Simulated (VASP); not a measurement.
A run of VASP 6.6.1 is set up as follows.

Contents of INCAR:

```
ALGO = Normal
EDIFF = 1E-7
ENCUT = 520
GGA = PE
ISIF = 2
ISMEAR = 0
LASPH = True
LCHARG = False
LREAL = False
LWAVE = False
NBANDS = 17
NELM = 60
PREC = Accurate
SIGMA = 0.1
```

File KPOINTS:

```
k-points
0
Gamma
  6 6 2
```

Contents of POSCAR:

```
Sr
1.0
    4.3100002207      0.0000000000      0.0000000000
   -2.1550001104      3.7325696814      0.0000000000
    0.0000000000      0.0000000000      7.0500000000
Sr
2
Direct
    0.3333333333      0.6666666667      0.2500000000
    0.6666666667      0.3333333333      0.7500000000
```

Potentials or basis: VASP PAW PBE potentials, release 64 (Sr_sv).

Command:

```sh
$ cat potpaw_PBE.64/Sr_sv/POTCAR > POTCAR
$ mpirun -np 1 vasp_std > vasp.out
```

Q: What does it give for the band gap on the k mesh?

A: Zero (bands 10 and 11 overlap by 0.24 eV).

Q: Estimate the pressure.

A: -0.2 GPa.

Stress tensor (GPa, compression positive):
```
-0.24  0.00  0.00
 0.00 -0.24  0.00
 0.00  0.00 -0.07
```

Caveat: the k points lie up to 0.45 Å⁻¹ apart.
